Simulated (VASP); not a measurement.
The system is NaI.

```
CELL_PARAMETERS angstrom
-0.29082 3.44300 3.44300
3.44300 -0.29082 3.44300
3.44300 3.44300 -0.29082
ATOMIC_POSITIONS crystal
Na 0.98974 0.98974 0.98974
I 0.26026 0.26026 0.26026
```

This cell differs from its parent crystal: epitaxial 111 strain +5.4%.

Program: VASP 6.6.1. Alike in all runs: task single point; potentials or basis VASP PAW PBE potentials, release 64 (Na_pv, I); no spin polarisation; cell as given; cutoff (eV) 520.

Task: Order these runs on this cell by their band gap on the k mesh, lowest first.
A. level PBE; k mesh 6 × 6 × 6; smearing fermi-dirac 0.02 eV
B. level r2SCAN; k mesh 6 × 6 × 6; smearing gaussian 0.01 eV
C. level HSE06; k mesh 4 × 4 × 4; smearing gaussian 0.01 eV; grid for exact exchange (PRECFOCK) Normal; share of exact exchange 0.25; screening parameter 0.2079 1/Å

Result: A (3.50 eV), B (4.09 eV), C (4.46 eV).

Caveats: spin-orbit coupling is left out, which moves the levels of the heavy elements.
